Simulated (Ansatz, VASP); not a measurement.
SiC, level by level in two programs

```
CELL_PARAMETERS angstrom
3.11550 0.00000 0.00000
-1.55775 2.69810 0.00000
0.00000 0.00000 15.27047
ATOMIC_POSITIONS crystal
Si 0.66667 0.33333 0.45830
Si 0.33333 0.66667 0.95830
Si 0.66667 0.33333 0.79170
Si 0.33333 0.66667 0.29170
Si 0.00000 0.00000 0.62500
Si 0.00000 0.00000 0.12500
C 0.66667 0.33333 0.33330
C 0.33333 0.66667 0.83330
C 0.66667 0.33333 0.66670
C 0.33333 0.66667 0.16670
C 0.00000 0.00000 0.50000
C 0.00000 0.00000 0.00000
```

Single points on this cell with VASP 6.6.1 and Ansatz 0.2.0. Each row is one pair of runs. Alike in all rows: spin: off; k mesh: 10 × 10 × 2; smearing: fermi-dirac, width 0.05 eV; VASP's potentials, cutoff: VASP PAW PBE potentials, release 64 (Si, C), 520 eV.

```tsv
level	Ansatz's potentials, cutoff	gap on the k mesh at the Fermi level (eV), VASP	gap on the k mesh at the Fermi level (eV), Ansatz	least direct gap on the mesh (eV), VASP	least direct gap on the mesh (eV), Ansatz	pressure (GPa), VASP	pressure (GPa), Ansatz
BLYP+D4	Ansatz PAW, 420 eV	2.33	2.33	3.42	3.40	-6.9	-7.4
PBE	Ansatz NC, 1116 eV	2.03	2.02	3.12	3.11	-3.9	-3.7
RPBE+D3(BJ)	Ansatz PAW, 420 eV	2.04	2.05	3.12	3.13	-21.9	-21.4
PBE exchange alone	Ansatz PAW, 420 eV	2.33	2.33	3.41	3.40	12.4	12.1
PBEsol	Ansatz PAW, 420 eV	1.91	1.92	3.01	3.01	-6.8	-7.1
BLYP	Ansatz PAW, 420 eV	2.33	2.33	3.42	3.40	1.2	0.6
```

Gap on the k mesh at the fermi level (eV): the two programs differ by at most 0.008; least direct gap on the mesh (eV): the two programs differ by at most 0.012; pressure (GPa): the two programs differ by at most 0.57.
